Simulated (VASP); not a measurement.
Wanted: the native input for a VASP 6.6.1 run.

- Task: relaxation of cell and atoms
- Functional: PBE
- Potentials or basis: VASP PAW PBE potentials, release 64 (Sn_d, Te)
- Cutoff: 600 eV
- k mesh: 10 × 10 × 10
- Occupations: gaussian, width 0.1 eV
- Spin: no spin polarisation
- Dipole correction: no
- Further INCAR settings: ALGO = Fast; EDIFF = 1e-06; IBRION = 2; EDIFFG = -0.01; NSW = 100; ISIF = 3

The structure of SnTe lies in POSCAR:

```
SnTe
1.0
    3.1920416497     -4.4781193689      0.0000000000
    3.1920416497      4.4781193689      0.0000000000
    0.0000000000      0.0000000000      4.4928896893
Sn Te
2 2
Direct
    0.5000000000      0.5000000000      0.0000000000
    0.0000000000      0.0000000000      0.0000000000
    0.7500000000      0.2500000000      0.4999983609
    0.2500000000      0.7500000000      0.5000016391
```

This cell differs from its parent crystal: atoms taken out.

These files were run (other wordings do the same):

INCAR

```
SYSTEM = SnTe
PREC = Accurate
ENCUT = 600
EDIFF = 1E-6
ISMEAR = 0
SIGMA = 0.1
LREAL = .FALSE.
LASPH = .TRUE.
NELM = 60
ALGO = Fast
ISIF = 3
LWAVE = .FALSE.
LCHARG = .FALSE.
GGA = PE
IBRION = 2
NSW = 100
EDIFFG = -0.01
```

KPOINTS

```
regular mesh
0
G
  10 10 10
  0 0 0
```

Potentials or basis: VASP PAW PBE potentials, release 64 (Sn_d, Te).

Command:

```sh
$ cat potpaw_PBE.64/Sn_d/POTCAR potpaw_PBE.64/Te/POTCAR > POTCAR
$ mpirun -np 1 vasp_std > vasp.out
```

It gave:

```
Relaxed volume                        : 32.06 Å³/atom
Relaxed cell                          : a = 5.495 Å, b = 5.495 Å, c = 4.500 Å, α = 90.00°, β = 90.00°, γ = 109.36°
Space group after relaxing (to 0.1 Å) : P4/mmm (No. 123)
Energy gained by relaxing             : 0.2 meV/atom
Ionic steps                           : 3
Pressure after relaxing               : 0.0 GPa
Band gap on the k mesh                : zero (bands 20 and 21 overlap by 1.45 eV)
```

Caveat: the cell differs from its parent crystal (atoms taken out); spin-orbit coupling is left out, which moves the levels of the heavy elements.

It took 35 min on 1 thread of Oxide Virtual Turin-like Processor, with other jobs on the host, peak memory 0.71 GiB.
